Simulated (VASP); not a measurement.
La5Mg, 6 atoms in the cell. The structure is hexagonal, space group P-62m (No. 189). The conventional cell has a = 6.516 Å, b = 6.516 Å, c = 5.902 Å, α = 90.00°, β = 90.00°, γ = 120.00°. Within 4.9 Å of La (site symmetry -6) lie 9 La at 3.71 to 3.76 Å and 3 Mg at 3.76 Å. La (site symmetry m2m) has 10 La at 3.52 to 3.89 Å and 2 Mg at 3.58 Å within 4.6 Å. Within 4.7 Å of Mg (site symmetry -62m) lie 12 La at 3.58 to 3.76 Å. 

| Property | Result |
| --- | --- |
| Program | VASP 6.6.1 |
| Task | single point |
| Functional | LDA |
| Potentials or basis | VASP PAW LDA potentials, release 64 (La, Mg) |
| Cutoff | 520 eV |
| k mesh | 4 × 4 × 4 |
| Occupations | methfessel-paxton, width 0.05 eV |
| Spin | no spin polarisation |
| Dipole correction | no |
| Further INCAR settings | ALGO = Normal; EDIFF = 1e-06; NBANDS = 38 |

Potentials or basis: VASP PAW LDA potentials, release 64 (La, Mg).

Command:

```sh
$ cat potpaw_LDA.64/La/POTCAR potpaw_LDA.64/Mg/POTCAR > POTCAR
$ mpirun -np 1 vasp_std > vasp.out
```

Hardware: 1 thread of Intel(R) Xeon(R) Platinum 8488C (Sapphire Rapids), on a shared host.

Estimate the wall time of this run.

Wall time 2.4 min on 1 thread of Intel(R) Xeon(R) Platinum 8488C (Sapphire Rapids), with other jobs on the host, peak memory 0.29 GiB. Counts: scf iterations 16, k points 12.
